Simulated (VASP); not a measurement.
# SiO2 (Pccn) in VASP: a series of runs

The runs below take SiO2 through single point, with LDA.

Everything below comes from runs of VASP 6.6.1. Logs are shortened: lines on timing, memory, paths and dates and some standing lists are left out, and cuts for length are marked.

**1. The cell of the first run**

Symmetry: Pccn, No. 56, orthorhombic system. Conventional cell: a = 4.712 Å, b = 8.093 Å, c = 8.531 Å, α = 90.00°, β = 90.00°, γ = 90.00°. Within 2.1 Å of Si (site symmetry 1) lie 4 O at 1.60 to 1.62 Å. O (site symmetry 1) has 2 Si at 1.62 Å within 2.2 Å. Within 2.1 Å of O (site symmetry 2) lie 2 Si at 1.60 Å. O (site symmetry -1) has 2 Si at 1.60 Å within 2.1 Å.

**2. Single point, LDA**

Contents of INCAR:

```
PREC = Accurate ; ENCUT = 520
EDIFF = 1E-6 ; ISMEAR = 0
SIGMA = 0.02 ; LREAL = Auto
LASPH = T ; NELM = 60
ALGO = Normal ; ISIF = 2
LWAVE = F ; LCHARG = F
NBANDS = 82
```

Contents of KPOINTS:

```
regular mesh
0
Gamma
  6 4 4
```

Contents of POSCAR:

```
SiO2
1.0
    4.7115572900      0.0000000000      0.0000000000
    0.0000000000      8.0925995600      0.0000000000
    0.0000000000      0.0000000000      8.5306101900
Si O
8 16
Direct
    0.1439704100      0.0629558500      0.1590805700
    0.1439704100      0.4370441500      0.6590805700
    0.6439704100      0.5629558500      0.8409194300
    0.3560295900      0.4370441500      0.1590805700
    0.8560295900      0.5629558500      0.3409194300
    0.8560295900      0.9370441500      0.8409194300
    0.6439704100      0.9370441500      0.3409194300
    0.3560295900      0.0629558500      0.6590805700
    0.5883085100      0.0542389200      0.7990085600
    0.5883085100      0.4457610800      0.2990085600
    0.4116914900      0.5542389200      0.7009914400
    0.2500000000      0.2500000000      0.6393333000
    0.0883085100      0.5542389200      0.2009914400
    0.4116914900      0.9457610800      0.2009914400
    0.9116914900      0.0542389200      0.2990085600
    0.0000000000      0.5000000000      0.5000000000
    0.7500000000      0.7500000000      0.3606667000
    0.7500000000      0.7500000000      0.8606667000
    0.9116914900      0.4457610800      0.7990085600
    0.5000000000      0.5000000000      0.0000000000
    0.2500000000      0.2500000000      0.1393333000
    0.0883085100      0.9457610800      0.7009914400
    0.0000000000      0.0000000000      0.0000000000
    0.5000000000      0.0000000000      0.5000000000
```

Potentials or basis: VASP PAW LDA potentials, release 64 (Si, O).

On the command line:

```sh
> cat potpaw_LDA.64/Si/POTCAR potpaw_LDA.64/O/POTCAR > POTCAR
> mpirun -np 1 vasp_std > vasp.out
```

OUTCAR:

```text
PREC = Accurate
   ENCUT = 520
   EDIFF = 1E-6
   ISMEAR = 0
   LREAL = Auto
   LASPH = T
   NELM = 60
   ISIF = 2

 ion  position               nearest neighbor table
   1  0.144  0.063  0.159-  23 1.60  21 1.60  14 1.62  15 1.62   7 3.00   7 3.00
   2  0.144  0.437  0.659-  16 1.60  12 1.60  11 1.62  19 1.62   3 3.00   3 3.00
   3  0.644  0.563  0.841-  20 1.60  18 1.60  19 1.62  11 1.62   2 3.00   2 3.00
   4  0.356  0.437  0.159-  20 1.60  21 1.60  13 1.62  10 1.62   5 3.00   5 3.00
   5  0.856  0.563  0.341-  16 1.60  17 1.60  10 1.62  13 1.62   4 3.00   4 3.00
   6  0.856  0.937  0.841-  23 1.60  18 1.60   9 1.62  22 1.62   8 3.00   8 3.00
   7  0.644  0.937  0.341-  24 1.60  17 1.60  15 1.62  14 1.62   1 3.00   1 3.00
   8  0.356  0.063  0.659-  24 1.60  12 1.60  22 1.62   9 1.62   6 3.00   6 3.00
   9  0.588  0.054  0.799-   6 1.62   8 1.62
  10  0.588  0.446  0.299-   5 1.62   4 1.62
  11  0.412  0.554  0.701-   2 1.62   3 1.62
  12  0.250  0.250  0.639-   2 1.60   8 1.60
  13  0.088  0.554  0.201-   4 1.62   5 1.62
  14  0.412  0.946  0.201-   1 1.62   7 1.62
[... 8 lines left out ...]
  23  0.000  0.000  0.000-   1 1.60   6 1.60
  24  0.500  0.000  0.500-   7 1.60   8 1.60

  LATTYP: Found a simple orthorhombic cell.
 ALAT       =     4.7115572900
 B/A-ratio  =     1.7176061039
 C/A-ratio  =     1.8105712538

  Lattice vectors:

 A1 = (   4.7115572900,   0.0000000000,   0.0000000000)
 A2 = (   0.0000000000,   8.0925995600,   0.0000000000)
 A3 = (   0.0000000000,   0.0000000000,   8.5306101900)

Analysis of symmetry for initial positions (statically):
=====================================================================
 Subroutine PRICEL returns:
 Original cell was already a primitive cell.

 Routine SETGRP: Setting up the symmetry group for a
 simple orthorhombic supercell.

 Subroutine GETGRP returns: Found  8 space group operations
 (whereof  2 operations were pure point group operations)
 out of a pool of  8 trial point group operations.

The static configuration has the point symmetry S_2 .
 The point group associated with its full space group is D_2h.

Analysis of symmetry for dynamics (positions and initial velocities):
=====================================================================
 Subroutine PRICEL returns:
 Original cell was already a primitive cell.

 Routine SETGRP: Setting up the symmetry group for a
 simple orthorhombic supercell.

 Subroutine GETGRP returns: Found  8 space group operations
 (whereof  2 operations were pure point group operations)
 out of a pool of  8 trial point group operations.

The dynamic configuration has the point symmetry S_2 .
 The point group associated with its full space group is D_2h.

 Subroutine INISYM returns: Found  8 space group operations
 (whereof  2 operations are pure point group operations),
 and found     1 'primitive' translations

----------------------------------------------------------------------------------------

                                     Primitive cell

  volume of cell :     325.2615

  direct lattice vectors                    reciprocal lattice vectors
     4.711557290  0.000000000  0.000000000     0.212244050  0.000000000  0.000000000
     0.000000000  8.092599560  0.000000000     0.000000000  0.123569688  0.000000000
     0.000000000  0.000000000  8.530610190     0.000000000  0.000000000  0.117224909

  length of vectors
     4.711557290  8.092599560  8.530610190     0.212244050  0.123569688  0.117224909

  position of ions in fractional coordinates (direct lattice)
     0.143970410  0.062955850  0.159080570
     0.143970410  0.437044150  0.659080570
     0.643970410  0.562955850  0.840919430
     0.356029590  0.437044150  0.159080570
     0.856029590  0.562955850  0.340919430
     0.856029590  0.937044150  0.840919430
[... 16 lines left out ...]
     0.000000000  0.000000000  0.000000000
     0.500000000  0.000000000  0.500000000

  ion indices of the primitive-cell ions
   primitive index   ion index
                 1           1
                 2           2
                 3           3
                 4           4
                 5           5
                 6           6
[... 16 lines left out ...]
                23          23
                24          24

----------------------------------------------------------------------------------------

 KPOINTS: regular mesh

Automatic generation of k-mesh.
 Grid dimensions read from file:
 generate k-points for:    6    4    4

 Generating k-lattice:

  Cartesian coordinates                     Fractional coordinates (reciprocal lattice)
     0.035374008  0.000000000  0.000000000     0.166666667  0.000000000  0.000000000
     0.000000000  0.030892422  0.000000000     0.000000000  0.250000000  0.000000000
     0.000000000  0.000000000  0.029306227     0.000000000  0.000000000  0.250000000

  Length of vectors
     0.035374008  0.030892422  0.029306227

  Shift w.r.t. Gamma in fractional coordinates (k-lattice)
     0.000000000  0.000000000  0.000000000

 Subroutine IBZKPT returns following result:
 ===========================================

 Found     36 irreducible k-points:

 Following reciprocal coordinates:
            Coordinates               Weight
  0.000000  0.000000  0.000000      1.000000
  0.166667  0.000000  0.000000      2.000000
  0.333333  0.000000  0.000000      2.000000
  0.500000  0.000000  0.000000      1.000000
  0.000000  0.250000  0.000000      2.000000
  0.166667  0.250000  0.000000      4.000000
[... 16 lines left out ...]
  0.333333  0.500000  0.250000      4.000000
  0.500000  0.500000  0.250000      2.000000
 [... further k-points ...]
   k-points           NKPTS =     36   k-points in BZ     NKDIM =     36   number of bands    NBANDS=     82
   number of dos      NEDOS =    301   number of ions     NIONS =     24
   total plane-waves  NPLWV = 138240
   dimension x,y,z NGX =    36 NGY =   60 NGZ =   64
   dimension x,y,z NGXF=    72 NGYF=  120 NGZF=  128
   ions per type =               8  16
   NGX,Y,Z   is equivalent  to a cutoff of  12.70, 12.33, 12.47 a.u.
   NGXF,Y,Z  is equivalent  to a cutoff of  25.40, 24.65, 24.94 a.u.
 SYSTEM =  unknown system
   PREC   = accura    normal or accurate (medium, high low for compatibility)
   ISTART =      0    job   : 0-new  1-cont  2-samecut
   ICHARG =      2    charge: 1-file 2-atom 10-const
   ISPIN  =      1    spin polarized calculation?
   LNONCOLLINEAR =      F non collinear calculations
   LSORBIT =      F    spin-orbit coupling
   LASPH  =      T    aspherical Exc in radial PAW
   ENCUT  =  520.0 eV  38.22 Ry    6.18 a.u.   8.76 15.05 15.86*2*pi/ulx,y,z
   NELM   =     60;   NELMIN=  2; NELMDL= -5     # of ELM steps
   EDIFF  = 0.1E-05   stopping-criterion for ELM
   LREAL  =      T    real-space projection
   EDIFFG = 0.1E-04   stopping-criterion for IOM
   NSW    =      0    number of steps for IOM
[... 5 lines left out ...]
   TEBEG  =    0.0;   TEEND  =   0.0 temperature during run
   PSTRESS=    0.0 pullay stress
   NELECT =     128.0000    total number of electrons
   NUPDOWN=      -1.0000    fix difference up-down
   EMIN   =  10.00;   EMAX   =-10.00  energy-range for DOS
   EFERMI =   0.00;   METHOD = LEGACY
   ISMEAR =     0;   SIGMA  =   0.02  broadening in eV -4-tet -1-fermi 0-gaus
   EFERMI_NEDOS =   21; number of points for ismear=-14 and -15
   IALGO  =     38    algorithm
   IMIX   =      4    mixing-type and parameters
     AMIX     =   0.40;   BMIX     =  1.00
     AMIX_MAG =   1.60;   BMIX_MAG =  1.00
  volume/ion in A,a.u.               =      13.55        91.46
  Fermi-wavevector in a.u.,A,eV,Ry     =   1.199685  2.267076 19.582109  1.439244
  Thomas-Fermi vector in A             =   2.335541
   LORBIT       =      0    0 simple, 1 ext, 2 COOP (PROOUT), +10 PAW based schemes
   GGA     = CA    functional components
   LHFCALC =     F    Hartree Fock is set to
   AEXX    =    0.0000 exact exchange contribution
   IVDW    =     0    specifies the selected vdW correction
   LEPSILON=     F    determine dielectric tensor
   LRPA    =     F    only Hartree local field effects (RPA)
 non-spin polarized calculation
 Gauss-broadening in eV      SIGMA  =   0.02
  energy-cutoff  :      520.00
  volume of cell :      325.26
 maximum number of plane-waves:      8812
 NGX is ok and might be reduce to    36
   NGX = 17   NGY = 31   NGZ = 31

 number of electron     128.0000010 magnetization

 Free energy of the ion-electron system (eV)
  ---------------------------------------------------
  ext. energy  EPLUGINS =         0.00000000
  ---------------------------------------------------
  free energy    TOTEN  =      -207.42415928 eV

  energy without entropy =     -207.42415928  energy(sigma->0) =     -207.42415928

 E-fermi :   0.4996     XC(G=0):  -9.3351

 val. band max:        0.3728383496   @ k =   0.0000   0.0000   0.0000
 cond. band min:       5.8527649962   @ k =   0.0000   0.0000   0.0000
 fundamental gap:      5.4799266466
 Fermi energy:         0.4995561849

 k-point     1 :       0.0000    0.0000    0.0000
  band No.  band energies     occupation
      1     -18.9117      2.00000
      2     -18.4658      2.00000
      3     -18.4306      2.00000
      4     -17.9405      2.00000
      5     -17.9127      2.00000
      6     -17.4415      2.00000
[... 68 lines left out ...]
     75       9.4210      0.00000
     76       9.7191      0.00000

 k-point     2 :       0.1667    0.0000    0.0000
  band No.  band energies     occupation
      1     -18.8376      2.00000
      2     -18.4694      2.00000
      3     -18.2914      2.00000
      4     -17.9716      2.00000
      5     -17.8510      2.00000
      6     -17.6503      2.00000
[... 68 lines left out ...]
     75       9.6587      0.00000
     76       9.6941      0.00000

 k-point     3 :       0.3333    0.0000    0.0000
  band No.  band energies     occupation
      1     -18.6268      2.00000
      2     -18.3757      2.00000
      3     -18.0687      2.00000
      4     -18.0052      2.00000
      5     -17.9627      2.00000
      6     -17.6838      2.00000
[... 1648 lines left out ...]
     75       9.9033      0.00000
     76       9.9033      0.00000

 k-point    24 :       0.5000    0.5000    0.2500
  band No.  band energies     occupation
      1     -18.3866      2.00000
      2     -18.3866      2.00000
      3     -17.9461      2.00000
      4     -17.9461      2.00000
      5     -17.9361      2.00000
      6     -17.9361      2.00000
[... 68 lines left out ...]
     75       9.8300      0.00000
     76       9.8300      0.00000

 [... further k-points ...]

 [bands above 76 left out]

------------------------ aborting loop because EDIFF is reached ----------------------------------------

  FORCE on cell =-STRESS in cart. coord.  units (eV):
  Direction    XX          YY          ZZ          XY          YZ          ZX
  --------------------------------------------------------------------------------------
  -------------------------------------------------------------------------------------
  Total       -2.7979319     -2.3706542     -2.1350451      0.0000000      0.0000000      0.0000000
  in kB      -13.7820906    -11.6774001    -10.5168336      0.0000000      0.0000000      0.0000000
  external PRESSURE =     -11.9921081 kB  Pullay stress =       0.0000000 kB

 VOLUME and BASIS-vectors are now :
 -----------------------------------------------------------------------------
  energy-cutoff  :      520.00
  volume of cell :      325.26
      direct lattice vectors                 reciprocal lattice vectors
     4.711557290  0.000000000  0.000000000     0.212244050  0.000000000  0.000000000
     0.000000000  8.092599560  0.000000000     0.000000000  0.123569688  0.000000000
     0.000000000  0.000000000  8.530610190     0.000000000  0.000000000  0.117224909

 POSITION                                       TOTAL-FORCE (eV/Angst)
 -----------------------------------------------------------------------------------
      0.67832      0.50948      1.35705        -0.009490      0.006725      0.022943
      0.67832      3.53682      5.62236        -0.009490     -0.006725      0.022943
      3.03410      4.55578      7.17356        -0.009490      0.006725     -0.022943
      1.67745      3.53682      1.35705         0.009490     -0.006725      0.022943
      4.03323      4.55578      2.90825         0.009490      0.006725     -0.022943
      4.03323      7.58312      7.17356         0.009490     -0.006725     -0.022943
[... 16 lines left out ...]
      0.00000      0.00000      0.00000         0.000000      0.000000      0.000000
      2.35578      0.00000      4.26531         0.000000      0.000000      0.000000
 -----------------------------------------------------------------------------------
    total drift:                                0.000000      0.000000     -0.000000

  FREE ENERGIE OF THE ION-ELECTRON SYSTEM (eV)
  ---------------------------------------------------
  free  energy   TOTEN  =      -207.4241592801 eV

  energy  without entropy=     -207.4241592801  energy(sigma->0) =     -207.42415928
```

Run time: 21 min. Hardware: 1 thread of Oxide Virtual Turin-like, shared host; peak memory 0.63 GiB.

What came out:

- Free energy: -207.4242 eV
- Pressure: -1.2 GPa
- Largest force: 0.041 eV/Å
- Band gap on the k mesh: 5.48 eV

Forces in eV/Å, atoms in the order of the input:
```
Si  -0.009  0.007  0.023
Si  -0.009 -0.007  0.023
Si  -0.009  0.007 -0.023
Si   0.009 -0.007  0.023
Si   0.009  0.007 -0.023
Si   0.009 -0.007 -0.023
Si  -0.009 -0.007 -0.023
Si   0.009  0.007  0.023
O    0.009 -0.028 -0.028
O    0.009  0.028 -0.028
O   -0.009 -0.028  0.028
O    0.000  0.000  0.023
O    0.009 -0.028  0.028
O   -0.009  0.028  0.028
O   -0.009 -0.028 -0.028
O    0.000  0.000  0.000
O    0.000  0.000 -0.023
O    0.000  0.000 -0.023
O   -0.009  0.028 -0.028
O    0.000  0.000  0.000
O    0.000  0.000  0.023
O    0.009  0.028  0.028
O    0.000  0.000  0.000
O    0.000  0.000  0.000
```

Stress tensor (GPa, compression positive):
```
-1.38  0.00  0.00
 0.00 -1.17  0.00
 0.00  0.00 -1.05
```

**3. Single point, LDA**

This run uses another cell than the first one, of 13.40 Å³/atom.

Contents of INCAR:

```
PREC = Accurate
ENCUT = 520
EDIFF = 1E-6
ISMEAR = 0
SIGMA = 0.02
LREAL = Auto
LASPH = True
NELM = 60
ALGO = Normal
ISIF = 2
LWAVE = False
LCHARG = True
GGA = CA
LELF = True
LVHAR = True
NBANDS = 82
```

Contents of KPOINTS:

```
Automatic mesh
0
Gamma
  6 4 4
```

Contents of POSCAR:

```
SiO2
1.0
    4.6865351744      0.0000000000      0.0000000000
    0.0000000000      8.0587566393      0.0000000000
    0.0000000000      0.0000000000      8.5176354822
Si O
8 16
Direct
    0.1428638722      0.0629215329      0.1593281628
    0.1428638722      0.4370784671      0.6593281628
    0.6428638722      0.5629215329      0.8406718372
    0.3571361278      0.4370784671      0.1593281628
    0.8571361278      0.5629215329      0.3406718372
    0.8571361278      0.9370784671      0.8406718372
    0.6428638722      0.9370784671      0.3406718372
    0.3571361278      0.0629215329      0.6593281628
    0.5901253333      0.0554953569      0.7989284031
    0.5901253333      0.4445046431      0.2989284031
    0.4098746667      0.5554953569      0.7010715969
    0.2500000000      0.2500000000      0.6395423651
    0.0901253333      0.5554953569      0.2010715969
    0.4098746667      0.9445046431      0.2010715969
    0.9098746667      0.0554953569      0.2989284031
    0.0000000000      0.5000000000      0.5000000000
    0.7500000000      0.7500000000      0.3604576349
    0.7500000000      0.7500000000      0.8604576349
    0.9098746667      0.4445046431      0.7989284031
    0.5000000000      0.5000000000      0.0000000000
    0.2500000000      0.2500000000      0.1395423651
    0.0901253333      0.9445046431      0.7010715969
    0.0000000000      0.0000000000      0.0000000000
    0.5000000000      0.0000000000      0.5000000000
```

Potentials or basis: VASP PAW LDA potentials, release 64 (Si, O).

On the command line:

```sh
> cat potpaw_LDA.64/Si/POTCAR potpaw_LDA.64/O/POTCAR > POTCAR
> mpirun -np 1 vasp_std > vasp.out
```

Wall time 31 min (1 thread of Oxide Virtual Turin-like, shared host); peak memory 0.63 GiB.

Results (log left out):

```yaml
Free_energy: -207.4267 eV
Pressure: 0.6 GPa
Largest_force: 0.043 eV/Å
Band_gap_on_the_k_mesh: 5.55 eV
```

Forces in eV/Å, atoms in the order of the input:
```
Si   0.003  0.019 -0.039
Si   0.003 -0.019 -0.039
Si   0.003  0.019  0.039
Si  -0.003 -0.019 -0.039
Si  -0.003  0.019  0.039
Si  -0.003 -0.019  0.039
Si   0.003 -0.019  0.039
Si  -0.003  0.019 -0.039
O   -0.007  0.027  0.029
O   -0.007 -0.027  0.029
O    0.007  0.027 -0.029
O    0.000  0.000 -0.004
O   -0.007  0.027 -0.029
O    0.007 -0.027 -0.029
O    0.007  0.027  0.029
O    0.000  0.000  0.000
O    0.000  0.000  0.004
O    0.000  0.000  0.004
O    0.007 -0.027  0.029
O    0.000  0.000  0.000
O    0.000  0.000 -0.004
O   -0.007 -0.027 -0.029
O    0.000  0.000  0.000
O    0.000  0.000  0.000
```

Stress tensor (GPa, compression positive):
```
0.68 0.00 0.00
0.00 0.52 0.00
0.00 0.00 0.54
```

Levels at points of the mesh, in eV from the valence-band top:
```tsv
k point	band 62	band 63	band 64	band 65	band 66	band 67
(0.00, 0.00, 0.00)	-0.25	-0.05	0.00	5.55	7.92	7.97
(0.50, 0.00, 0.00)	-0.47	-0.29	-0.29	7.76	7.76	8.83
(0.00, 0.50, 0.00)	-0.37	-0.30	-0.30	6.48	6.48	8.26
(0.50, 0.50, 0.00)	-0.52	-0.49	-0.49	8.02	8.02	8.45
(0.00, 0.00, 0.50)	-0.39	-0.03	-0.03	6.40	6.40	8.39
(0.50, 0.00, 0.50)	-0.34	-0.34	-0.34	8.23	8.23	8.23
(0.00, 0.50, 0.50)	-0.39	-0.39	-0.39	7.18	7.18	7.18
(0.50, 0.50, 0.50)	-0.45	-0.41	-0.41	8.29	8.29	8.63
```

A k mesh can miss the band edges.
